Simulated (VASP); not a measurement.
Write the native input for VASP 6.6.1 that does the following.

* Task: single point
* Functional: PBE
* Potentials or basis: VASP PAW PBE potentials, release 64 (As_d)
* Cutoff: 600 eV
* k mesh: 4 × 4 × 4
* Occupations: fermi-dirac, width 0.15 eV
* Spin: non-collinear spin, zero start, spin-orbit coupling
* Starting moments: [[0, 0, 0]] μB
* Dipole correction: no
* Second run: valence_matched
* Further INCAR settings: ALGO = Normal; EDIFF = 1e-06; NBANDS = 26

The structure of As lies in POSCAR:

```
As
1.0
    0.0000000000      2.1290000000      2.1290000000
    2.1290000000      0.0000000000      2.1290000000
    2.1290000000      2.1290000000      0.0000000000
As
1
Direct
    0.0000000000      0.0000000000      0.0000000000
```

These files were run (other wordings do the same):

INCAR

```
SYSTEM = As
PREC     = Accurate       ! precision mode
ENCUT    = 600            ! plane-wave cutoff, eV
EDIFF    = 1E-6           ! SCF threshold, eV
ISMEAR   = -1             ! smearing method
SIGMA    = 0.15           ! smearing width, eV
LREAL    = .FALSE.        ! projectors in reciprocal space
LASPH    = .TRUE.         ! aspherical terms in the spheres
NELM     = 200            ! most SCF steps
ALGO     = Normal         ! electronic algorithm
ISIF     = 2              ! what is computed and relaxed
LWAVE    = .FALSE.        ! write WAVECAR
LCHARG   = .FALSE.        ! write CHGCAR
MAGMOM   = 0 0 0          ! initial moments
LORBIT   = 11             ! projections on sites
LSORBIT  = .TRUE.         ! spin-orbit coupling
GGA_COMPAT= .FALSE.      
LORBMOM  = .TRUE.       
GGA      = PE             ! functional
NBANDS   = 26             ! bands
```

KPOINTS

```
Automatic mesh
0
G
  4 4 4
  0 0 0
```

Potentials or basis: VASP PAW PBE potentials, release 64 (As_d).

Launch:

```sh
$ cat potpaw_PBE.64/As_d/POTCAR > POTCAR
$ mpirun -np 1 vasp_ncl > vasp.out
```

It gave:

The pressure is -2.9 GPa. The net moment is 0.00 μB per cell and the valence electrons inside the program's atomic spheres are As 13.28.

Caveat: the k points lie up to 0.64 Å⁻¹ apart.

Run time: 12 s on 1 thread of Intel(R) Xeon(R) Platinum 8375C CPU @ 2.90GHz (Ice Lake), with other jobs on the host, peak memory 0.19 GiB.
